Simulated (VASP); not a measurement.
# BAs (gw) (F-43m) in VASP: notebook

Runs on BAs (gw). Level: PBE. Tasks: single point.

Program: VASP 6.6.1. These are calculated values, not measurements. Logs are shortened: lines on timing, memory, paths and dates and some standing lists are left out, and cuts for length are marked.

**1. The cell of the first run**

It takes space group F-43m (No. 216, cubic). The conventional cell has a = 4.809 Å, b = 4.809 Å, c = 4.809 Å, α = 90.00°, β = 90.00°, γ = 90.00°. Within 2.8 Å of B (site symmetry -43m) lie 4 As at 2.08 Å. As (site symmetry -43m) has 4 B at 2.08 Å within 2.8 Å.

**2. Single point, PBE**

Input file INCAR:

```
ALGO = Normal ; EDIFF = 1E-6
ENCUT = 500 ; GGA = PE
GGA_COMPAT = False ; ISIF = 2
ISMEAR = 0 ; LASPH = True
LCHARG = False ; LREAL = False
LWAVE = False ; NBANDS = 11
NELM = 120 ; PREC = Accurate
SIGMA = 0.01
```

Input file KPOINTS:

```
k-points
0
Gamma
  4 4 4
```

Input file POSCAR:

```
BAs
1.0
    0.0000000000      2.4045499483      2.4045499483
    2.4045499483      0.0000000000      2.4045499483
    2.4045499483      2.4045499483      0.0000000000
B As
1 1
Direct
    0.0000000000      0.0000000000      0.0000000000
    0.2500000000      0.2500000000      0.2500000000
```

Potentials or basis: VASP PAW PBE potentials, release 64 (B, As).

The run is started by

```console
cat potpaw_PBE.64/B/POTCAR potpaw_PBE.64/As/POTCAR > POTCAR
mpirun -np 1 vasp_std > vasp.out
```

OUTCAR:

```text
EDIFF = 1E-6
   ENCUT = 500
   GGA = PE
   ISIF = 2
   ISMEAR = 0
   LASPH = True
   LREAL = False
   NELM = 120
   PREC = Accurate

 ion  position               nearest neighbor table
   1  0.000  0.000  0.000-   2 2.08   2 2.08   2 2.08   2 2.08
   2  0.250  0.250  0.250-   1 2.08   1 2.08   1 2.08   1 2.08

  LATTYP: Found a face centered cubic cell.
 ALAT       =     4.8090998966

  Lattice vectors:

 A1 = (   0.0000000000,   2.4045499483,   2.4045499483)
 A2 = (   2.4045499483,   0.0000000000,   2.4045499483)
 A3 = (   2.4045499483,   2.4045499483,   0.0000000000)

Analysis of symmetry for initial positions (statically):
=====================================================================
 Subroutine PRICEL returns:
 Original cell was already a primitive cell.

 Routine SETGRP: Setting up the symmetry group for a
 face centered cubic supercell.

 Subroutine GETGRP returns: Found 24 space group operations
 (whereof 24 operations were pure point group operations)
 out of a pool of 48 trial point group operations.

The static configuration has the point symmetry T_d .

Analysis of symmetry for dynamics (positions and initial velocities):
=====================================================================
 Subroutine PRICEL returns:
 Original cell was already a primitive cell.

 Routine SETGRP: Setting up the symmetry group for a
 face centered cubic supercell.

 Subroutine GETGRP returns: Found 24 space group operations
 (whereof 24 operations were pure point group operations)
 out of a pool of 48 trial point group operations.

The dynamic configuration has the point symmetry T_d .

 Subroutine INISYM returns: Found 24 space group operations
 (whereof 24 operations are pure point group operations),
 and found     1 'primitive' translations

----------------------------------------------------------------------------------------

                                     Primitive cell

  volume of cell :      27.8055

  direct lattice vectors                    reciprocal lattice vectors
     0.000000000  2.404549948  2.404549948    -0.207939120  0.207939120  0.207939120
     2.404549948  0.000000000  2.404549948     0.207939120 -0.207939120  0.207939120
     2.404549948  2.404549948  0.000000000     0.207939120  0.207939120 -0.207939120

  length of vectors
     3.400547148  3.400547148  3.400547148     0.360161121  0.360161121  0.360161121

  position of ions in fractional coordinates (direct lattice)
     0.000000000  0.000000000  0.000000000
     0.250000000  0.250000000  0.250000000

  ion indices of the primitive-cell ions
   primitive index   ion index
                 1           1
                 2           2

----------------------------------------------------------------------------------------

 KPOINTS: k-points

Automatic generation of k-mesh.
 Grid dimensions read from file:
 generate k-points for:    4    4    4

 Generating k-lattice:

  Cartesian coordinates                     Fractional coordinates (reciprocal lattice)
    -0.051984780  0.051984780  0.051984780     0.250000000  0.000000000  0.000000000
     0.051984780 -0.051984780  0.051984780     0.000000000  0.250000000  0.000000000
     0.051984780  0.051984780 -0.051984780     0.000000000  0.000000000  0.250000000

  Length of vectors
     0.090040280  0.090040280  0.090040280

  Shift w.r.t. Gamma in fractional coordinates (k-lattice)
     0.000000000  0.000000000  0.000000000

 Subroutine IBZKPT returns following result:
 ===========================================

 Found      8 irreducible k-points:

 Following reciprocal coordinates:
            Coordinates               Weight
  0.000000  0.000000  0.000000      1.000000
  0.250000  0.000000  0.000000      8.000000
  0.500000  0.000000  0.000000      4.000000
  0.250000  0.250000  0.000000      6.000000
  0.500000  0.250000  0.000000     24.000000
 -0.250000  0.250000  0.000000     12.000000
  0.500000  0.500000  0.000000      3.000000
 -0.250000  0.500000  0.250000      6.000000
   k-points           NKPTS =      8   k-points in BZ     NKDIM =      8   number of bands    NBANDS=     11
   number of dos      NEDOS =    301   number of ions     NIONS =      2
   total plane-waves  NPLWV =  21952
   dimension x,y,z NGX =    28 NGY =   28 NGZ =   28
   dimension x,y,z NGXF=    56 NGYF=   56 NGZF=   56
   ions per type =               1   1
   NGX,Y,Z   is equivalent  to a cutoff of  13.69, 13.69, 13.69 a.u.
   NGXF,Y,Z  is equivalent  to a cutoff of  27.38, 27.38, 27.38 a.u.
 SYSTEM =  unknown system
   PREC   = accura    normal or accurate (medium, high low for compatibility)
   ISTART =      0    job   : 0-new  1-cont  2-samecut
   ICHARG =      2    charge: 1-file 2-atom 10-const
   ISPIN  =      1    spin polarized calculation?
   LNONCOLLINEAR =      F non collinear calculations
   LSORBIT =      F    spin-orbit coupling
   LASPH  =      T    aspherical Exc in radial PAW
   ENCUT  =  500.0 eV  36.75 Ry    6.06 a.u.   6.20  6.20  6.20*2*pi/ulx,y,z
   NELM   =    120;   NELMIN=  2; NELMDL= -5     # of ELM steps
   EDIFF  = 0.1E-05   stopping-criterion for ELM
   LREAL  =      F    real-space projection
   EDIFFG = 0.1E-04   stopping-criterion for IOM
   NSW    =      0    number of steps for IOM
   IBRION =     -1    ionic relax: 0-MD 1-quasi-New 2-CG
   NFREE  =      0    steps in history (QN), initial steepest desc. (CG)
   ISIF   =      2    stress and relaxation
   ISYM   =      2    0-nonsym 1-usesym 2-fastsym
   POTIM  = 0.5000    time-step for ionic-motion
   TEBEG  =    0.0;   TEEND  =   0.0 temperature during run
   PSTRESS=    0.0 pullay stress
   NELECT =       8.0000    total number of electrons
   NUPDOWN=      -1.0000    fix difference up-down
   EMIN   =  10.00;   EMAX   =-10.00  energy-range for DOS
   EFERMI =   0.00;   METHOD = LEGACY
   ISMEAR =     0;   SIGMA  =   0.01  broadening in eV -4-tet -1-fermi 0-gaus
   EFERMI_NEDOS =   21; number of points for ismear=-14 and -15
   IALGO  =     38    algorithm
   IMIX   =      4    mixing-type and parameters
     AMIX     =   0.40;   BMIX     =  1.00
     AMIX_MAG =   1.60;   BMIX_MAG =  1.00
  volume/ion in A,a.u.               =      13.90        93.82
  Fermi-wavevector in a.u.,A,eV,Ry     =   1.080756  2.042333 15.892064  1.168034
  Thomas-Fermi vector in A             =   2.216755
   LORBIT       =      0    0 simple, 1 ext, 2 COOP (PROOUT), +10 PAW based schemes
   GGA     = PE    functional components
   LHFCALC =     F    Hartree Fock is set to
   AEXX    =    0.0000 exact exchange contribution
   IVDW    =     0    specifies the selected vdW correction
   LEPSILON=     F    determine dielectric tensor
   LRPA    =     F    only Hartree local field effects (RPA)
 non-spin polarized calculation
 Gauss-broadening in eV      SIGMA  =   0.01
  energy-cutoff  :      500.00
  volume of cell :       27.81
 maximum number of plane-waves:       725
 NGX is ok and might be reduce to    28
   NGX = 13   NGY = 13   NGZ = 13

 number of electron       8.0000000 magnetization

 Free energy of the ion-electron system (eV)
  ---------------------------------------------------
  ext. energy  EPLUGINS =         0.00000000
  ---------------------------------------------------
  free energy    TOTEN  =       -11.23652706 eV

  energy without entropy =      -11.23652706  energy(sigma->0) =      -11.23652706

 E-fermi :   5.9992     XC(G=0): -10.4757

 val. band max:        5.9459044293   @ k =   0.0000   0.0000   0.0000
 cond. band min:       7.3819195309   @ k =   0.5000   0.5000   0.0000
 fundamental gap:      1.4360151016
 Fermi energy:         5.9991646885

 k-point     1 :       0.0000    0.0000    0.0000
  band No.  band energies     occupation
      1      -9.2849      2.00000
      2       5.9459      2.00000
      3       5.9459      2.00000
      4       5.9459      2.00000
      5       9.1813      0.00000
      6       9.1813      0.00000
      7       9.1813      0.00000
      8      10.3821      0.00000
      9      15.4280      0.00000
     10      18.7903      0.00000
     11      18.7903      0.00000

 k-point     2 :       0.2500    0.0000    0.0000
  band No.  band energies     occupation
      1      -8.3025      2.00000
      2       1.0617      2.00000
      3       4.8163      2.00000
      4       4.8163      2.00000
      5       8.9010      0.00000
      6      10.5396      0.00000
      7      10.5396      0.00000
      8      13.7030      0.00000
      9      17.0983      0.00000
     10      17.0983      0.00000
     11      17.1254      0.00000

 k-point     3 :       0.5000    0.0000    0.0000
  band No.  band energies     occupation
      1      -6.4838      2.00000
      2      -2.7086      2.00000
      3       4.1540      2.00000
      4       4.1540      2.00000
      5       8.5168      0.00000
      6      10.6853      0.00000
      7      10.6853      0.00000
      8      14.7619      0.00000
      9      18.5188      0.00000
     10      20.3533      0.00000
     11      20.3533      0.00000

 k-point     4 :       0.2500    0.2500    0.0000
  band No.  band energies     occupation
      1      -7.9639      2.00000
      2       1.8531      2.00000
      3       3.2914      2.00000
      4       3.2914      2.00000
      5       7.5965      0.00000
      6      10.4105      0.00000
      7      13.2256      0.00000
      8      13.2256      0.00000
      9      16.0590      0.00000
     10      19.5779      0.00000
     11      20.2647      0.00000

 k-point     5 :       0.5000    0.2500    0.0000
  band No.  band energies     occupation
      1      -6.0813      2.00000
      2      -1.6820      2.00000
      3       1.2876      2.00000
      4       2.8259      2.00000
      5       8.3215      0.00000
      6      11.7177      0.00000
      7      13.4919      0.00000
      8      13.7493      0.00000
      9      17.7949      0.00000
     10      20.7916      0.00000
     11      21.4547      0.00000

 k-point     6 :      -0.2500    0.2500    0.0000
  band No.  band energies     occupation
      1      -6.8180      2.00000
      2      -0.6342      2.00000
      3       0.9468      2.00000
      4       4.0116      2.00000
      5       9.4057      0.00000
      6      11.9754      0.00000
      7      12.8112      0.00000
      8      13.2121      0.00000
      9      16.2472      0.00000
     10      17.9424      0.00000
     11      21.3507      0.00000

 k-point     7 :       0.5000    0.5000    0.0000
  band No.  band energies     occupation
      1      -5.1980      2.00000
      2      -2.4803      2.00000
      3       1.9394      2.00000
      4       1.9394      2.00000
      5       7.3819      0.00000
      6       7.3922      0.00000
      7      17.1195      0.00000
      8      17.1195      0.00000
      9      18.6404      0.00000
     10      22.8931      0.00000
     11      23.5723      0.00000

 k-point     8 :      -0.2500    0.5000    0.2500
  band No.  band energies     occupation
      1      -5.0460      2.00000
      2      -2.0321      2.00000
      3       0.5642      2.00000
      4       0.8548      2.00000
      5      11.1772      0.00000
      6      11.7699      0.00000
      7      12.6880      0.00000
      8      12.8417      0.00000
      9      18.0620      0.00000
     10      21.2266      0.00000
     11      21.4759      0.00000

------------------------ aborting loop because EDIFF is reached ----------------------------------------

  FORCE on cell =-STRESS in cart. coord.  units (eV):
  Direction    XX          YY          ZZ          XY          YZ          ZX
  --------------------------------------------------------------------------------------
  -------------------------------------------------------------------------------------
  Total        0.2040194      0.2040194      0.2040194     -0.0000000      0.0000000      0.0000000
  in kB       11.7557602     11.7557602     11.7557602     -0.0000000      0.0000000      0.0000000
  external PRESSURE =      11.7557602 kB  Pullay stress =       0.0000000 kB

 VOLUME and BASIS-vectors are now :
 -----------------------------------------------------------------------------
  energy-cutoff  :      500.00
  volume of cell :       27.81
      direct lattice vectors                 reciprocal lattice vectors
     0.000000000  2.404549948  2.404549948    -0.207939120  0.207939120  0.207939120
     2.404549948  0.000000000  2.404549948     0.207939120 -0.207939120  0.207939120
     2.404549948  2.404549948  0.000000000     0.207939120  0.207939120 -0.207939120

 POSITION                                       TOTAL-FORCE (eV/Angst)
 -----------------------------------------------------------------------------------
      0.00000      0.00000      0.00000         0.000000      0.000000      0.000000
      1.20227      1.20227      1.20227        -0.000000     -0.000000     -0.000000
 -----------------------------------------------------------------------------------
    total drift:                               -0.000000     -0.000000     -0.000000

  FREE ENERGIE OF THE ION-ELECTRON SYSTEM (eV)
  ---------------------------------------------------
  free  energy   TOTEN  =       -11.2365270583 eV

  energy  without entropy=      -11.2365270583  energy(sigma->0) =      -11.23652706
```

It took 11 s on 1 thread of AMD EPYC 7R13, shared host; peak memory 0.12 GiB.

What came out:

```yaml
Free_energy: -11.2365 eV
Pressure: 1.2 GPa
Band_gap_on_the_k_mesh: 1.44 eV, indirect (least direct gap 3.24 eV)
```

Levels at points of the mesh, in eV from the valence-band top:
```
           k point  band 2  band 3  band 4  band 5  band 6  band 7
(0.00, 0.00, 0.00)    0.00    0.00    0.00    3.24    3.24    3.24
(0.50, 0.00, 0.00)   -8.65   -1.79   -1.79    2.57    4.74    4.74
(0.50, 0.50, 0.00)   -8.43   -4.01   -4.01    1.44    1.45   11.17
```

Caveat: the k points lie up to 0.57 Å⁻¹ apart.

(Continued in part 2 of 2.)
